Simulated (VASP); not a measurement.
Write the native input for VASP 6.6.1 that does the following.

| Property | Result |
| --- | --- |
| Task | relaxation of cell and atoms |
| Functional | PBE |
| Potentials or basis | VASP PAW PBE potentials, release 64 (Gd) |
| Cutoff | 600 eV |
| k mesh | 10 × 10 × 3 |
| Occupations | fermi-dirac, width 0.1 eV |
| Spin | collinear spin, ferromagnetic start |
| Starting moments | [7.0, 7.0, 7.0, 7.0] μB |
| Dipole correction | no |
| Further INCAR settings | ALGO = Normal; EDIFF = 1e-07; IBRION = 2; EDIFFG = -0.005; NSW = 60; ISIF = 3 |

The structure of Gd lies in POSCAR:

```
Gd
1.0
    3.6031666636      0.0000000000      0.0000000000
   -1.8015833318      3.1204338647      0.0000000000
    0.0000000000      0.0000000000     11.7102916566
Gd
4
Direct
    0.0000000000      0.0000000000      0.0000000000
    0.0000000000      0.0000000000      0.5000000000
    0.3333333333      0.6666666667      0.2500000000
    0.6666666667      0.3333333333      0.7500000000
```

One way to write it, as run:

INCAR

```
SYSTEM = Gd
ALGO = Normal
EDIFF = 1E-7
EDIFFG = -0.005
ENCUT = 600
GGA = PE
GGA_COMPAT = .FALSE.
IBRION = 2
ISIF = 3
ISMEAR = -1
ISPIN = 2
KPAR = 4
LASPH = .TRUE.
LCHARG = .FALSE.
LMAXMIX = 6
LORBIT = 11
LREAL = .FALSE.
LWAVE = .FALSE.
MAGMOM = 7 7 7 7
NELM = 200
NELMIN = 4
NSW = 60
PREC = Accurate
SIGMA = 0.1
```

KPOINTS

```
k-points
0
G
  10 10 3
  0 0 0
```

Potentials or basis: VASP PAW PBE potentials, release 64 (Gd).

The run is started by

```sh
$ cat potpaw_PBE.64/Gd/POTCAR > POTCAR
$ mpirun -np 4 vasp_std > vasp.out
```

It gave:

| Property | Result |
| --- | --- |
| Relaxed volume | 33.48 Å³/atom |
| Relaxed cell | a = 3.634 Å, b = 3.634 Å, c = 11.710 Å, α = 90.00°, β = 90.00°, γ = 120.00° |
| Space group after relaxing (to 0.1 Å) | P6_3/mmc (No. 194) |
| Energy gained by relaxing | 1.2 meV/atom |
| Ionic steps | 12 |
| Pressure after relaxing | 0.0 GPa |
| Net moment | 29.81 μB per cell |
| Site moments | Gd +6.92, +6.91 (each value once) μB |
| Valence electrons inside the program's atomic spheres | Gd 15.20 |

Caveat: semilocal functionals describe open f shells poorly, which spoils levels, moments and volumes.

Run time: 85 min on 4 MPI ranks on Intel(R) Xeon(R) Platinum 8259CL CPU @ 2.50GHz (Skylake/Cascade Lake), on a shared host, peak memory 0.63 GiB a rank.
